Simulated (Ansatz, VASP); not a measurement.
**One calculation of Pt, two programs**

File INCAR:

```
PREC = Accurate
ENCUT = 600
EDIFF = 1E-6
ISMEAR = -1
SIGMA = 0.05
LREAL = F
LASPH = T
NELM = 80
ALGO = Normal
ISIF = 3
LWAVE = F
LCHARG = F
GGA = PE
IBRION = 2
NSW = 60
EDIFFG = -0.005
```

KPOINTS

```
regular mesh
0
Gamma
  17 17 17
```

POSCAR

```
Pt
1.0
    0.0000000000      1.9857740511      1.9857740511
    1.9857740511      0.0000000000      1.9857740511
    1.9857740511      1.9857740511      0.0000000000
Pt
1
Direct
    0.0000000000      0.0000000000      0.0000000000
```

Input for Ansatz:

```yaml
crystal:
  lattice:
    - [0.0, 1.9857740511, 1.9857740511]
    - [1.9857740511, 0.0, 1.9857740511]
    - [1.9857740511, 1.9857740511, 0.0]
  atoms:
    - { symbol: Pt, position: [0.0, 0.0, 0.0] }
kpoints:
  mp_grid: { grid: [17, 17, 17] }
scf:
  occupations: { method: fermi_dirac, width: 0.05 }
hamiltonian:
  xc: pbe
  pseudopotentials: { kind: paw }
output:
  forces: true
  stress: true
relax:
  f_tol: 0.005
  max_steps: 40
  cell: {}
```

Alike in both runs: task relaxation of cell and atoms; functional PBE; k mesh 17 × 17 × 17; occupations fermi-dirac, width 0.05 eV; no spin polarisation.

```csv
,VASP,Ansatz
version,VASP 6.6.1,Ansatz 0.2.0
potentials or method,"VASP PAW PBE potentials, release 64 (Pt)","PAW with Ansatz's default frozen-core files, scalar-relativistic"
plane-wave cutoff (eV),600,420
valence electrons in the cell,10,18
```

|  | VASP | Ansatz | Ansatz less VASP |
| --- | --- | --- | --- |
| relaxed volume (Å³/atom) | 15.62 | 15.65 | +0.026 |
| relaxed cell length with the largest relative difference (Å) | 2.806 | 2.807 | +0.0015 |

VASP's potentials hold 10 valence electrons a cell and Ansatz's 18, so a difference there can come from the potentials and not from the codes.

Neither program's run includes spin-orbit coupling.
